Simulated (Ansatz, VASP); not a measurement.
Two plane-wave programs on KF

```xyz
2
Lattice="0.0000 2.8755 2.8755 2.8755 0.0000 2.8755 2.8755 2.8755 0.0000" Properties=species:S:1:pos:R:3 pbc="T T T"
K     0.0000    0.0000    0.0000
F     1.4377    1.4377    1.4377
```

Alike in both runs: task single point; functional r2SCAN; k mesh 6 × 6 × 6; no spin polarisation.

|  | VASP | Ansatz |
| --- | --- | --- |
| version | VASP 6.6.1 | Ansatz 0.2.0 |
| potentials or method | VASP PAW PBE potentials, release 64 (K_sv, F) | plane waves, PAW |
| plane-wave cutoff (eV) | 520 | 500 |
| occupations | gaussian, width 0.01 eV | fixed |
| valence electrons in the cell | 16 | 16 |

VASP gave:

| Property | Result |
| --- | --- |
| gap on the k mesh at the Fermi level (eV) | 5.90 |
| pressure (GPa) | 1.8 |

Task: What did Ansatz give for the same quantities?

Result: gap on the k mesh at the Fermi level (eV): 5.90; pressure (GPa): 1.7.

VASP's potentials were made for PBE, not for r2SCAN.
